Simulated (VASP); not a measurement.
A run of VASP 6.6.1 is set up as follows.

Contents of INCAR:

```
PREC = Accurate
ENCUT = 600
EDIFF = 1E-6
ISMEAR = -1
SIGMA = 0.05
LREAL = F
LASPH = T
NELM = 120
ALGO = Normal
ISIF = 2
LWAVE = F
LCHARG = T
GGA = PE
IVDW = 12
LELF = T
LVHAR = T
NBANDS = 11
GGA_COMPAT = F
```

The input KPOINTS:

```
Automatic mesh
0
Gamma
  10 10 10
```

Contents of POSCAR:

```
SiC
1.0
    0.0000000000      2.1345181309      2.1345181309
    2.1345181309      0.0000000000      2.1345181309
    2.1345181309      2.1345181309      0.0000000000
Si C
1 1
Direct
    0.0000000000      0.0000000000      0.0000000000
    0.7500000000      0.7500000000      0.7500000000
```

Potentials or basis: VASP PAW PBE potentials, release 64 (Si, C).

Run with:

```sh
$ cat potpaw_PBE.64/Si/POTCAR potpaw_PBE.64/C/POTCAR > POTCAR
$ mpirun -np 1 vasp_std > vasp.out
```

(1) Predict the pressure.

(2) Estimate the dispersion energy per atom.

Answers

(1) 13.4 GPa.

(2) -0.320 eV.
